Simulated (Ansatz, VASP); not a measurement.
# One calculation of CdF2, two programs

```
Cd F
1.0
     0.00000    2.69440    2.69440
     2.69440    0.00000    2.69440
     2.69440    2.69440    0.00000
Cd F
1 2
Direct
  0.00000 0.00000 0.00000
  0.25000 0.25000 0.25000
  0.75000 0.75000 0.75000
```

Alike in both runs: functional r2SCAN; k mesh 8 × 8 × 8; occupations gaussian, width 0.02 eV; no spin polarisation.

Ansatz relaxed the structure, and its values are those at the end. VASP's run is a single point on that final structure, the one shown.

```csv
,VASP,Ansatz
version,VASP 6.6.1,Ansatz 0.2.0
potentials or method,"VASP PAW PBE potentials, release 64 (Cd, F), cutoff 520 eV","scalar-relativistic, plane waves, PAW"
valence electrons in the cell,26,34
```

VASP gave:

| Quantity | Value |
| --- | --- |
| gap on the k mesh at the Fermi level (eV) | 3.75 |
| least direct gap on the mesh (eV) | 4.25 |
| pressure (GPa) | 1.0 |

What did Ansatz give for the same quantities?

gap on the k mesh at the Fermi level (eV): 3.79; least direct gap on the mesh (eV): 4.31; pressure (GPa): 0.0.

VASP's potentials were made for PBE, not for r2SCAN. The functional is the same, so the differences come from potentials, cutoffs and numerics. VASP's potentials hold 26 valence electrons a cell and Ansatz's 34, so a difference there can come from the potentials and not from the codes.
